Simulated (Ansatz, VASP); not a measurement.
One calculation of Cu, two programs

```
Cu
1.0
     2.30274    0.00000    0.00000
     0.00000    2.30274    0.00000
     0.00000    0.00000    2.30274
Cu
1
Direct
  0.00000 0.00000 0.00000
```

Alike in both runs: task relaxation of cell and atoms; functional PBEsol; k mesh 18 × 18 × 18; occupations fermi-dirac, width 0.08 eV; no spin polarisation.

```csv
,VASP,Ansatz
version,VASP 6.6.1,Ansatz 0.2.0
potentials or method,"VASP PAW PBE potentials, release 64 (Cu_sv_GW)","PAW with Ansatz's default frozen-core files, scalar-relativistic"
plane-wave cutoff (eV),820,420
valence electrons in the cell,19,19
```

```tsv
	VASP	Ansatz	Ansatz less VASP
relaxed volume (Å³/atom)	12.95	13.14	+0.189
relaxed length of the cell vector where the two differ most in proportion (Å)	2.348	2.360	+0.0114
```

VASP's potentials were made for PBE, not for PBEsol.
